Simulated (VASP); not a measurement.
Runs of VASP 6.6.1 on YHg. The structure is that of space group Pm-3m (No. 221), or close to it. The cells are those of the table. 

| task | cell | gap on the mesh (eV) | pressure (GPa) |
| --- | --- | --- | --- |
| electric field gradients | a = 3.015 Å, 2 atoms | none | 149.4 |
| electric field gradients | a = 3.416 Å, 2 atoms | none | (a) |
| single point | a = 3.553 Å, 2 atoms | none | 5.9 |
| single point | a = 3.416 Å, 2 atoms | none | 21.8 |
| electric field gradients | a = 3.680 Å, 2 atoms | none | -3.1 |
| electric field gradients | a = 3.553 Å, 2 atoms | none | 5.9 |
| single point | a = 3.015 Å, 2 atoms | none | 149.4 |

Alike in all rows: level LDA; potentials or basis VASP PAW LDA potentials, release 64 (Y_sv, Hg); no spin polarisation; k mesh 10 × 10 × 10; cutoff (eV) 520; smearing fermi-dirac 0.05 eV.

Question: Estimate the missing entries.

Answer: (a) 21.7.

Caveats: spin-orbit coupling is left out, which moves the levels of the heavy elements.

A k mesh can miss the band edges, and the runs leave out spin-orbit coupling on Hg, Y.

A gap of «none» marks levels without a gap at the run's occupations.
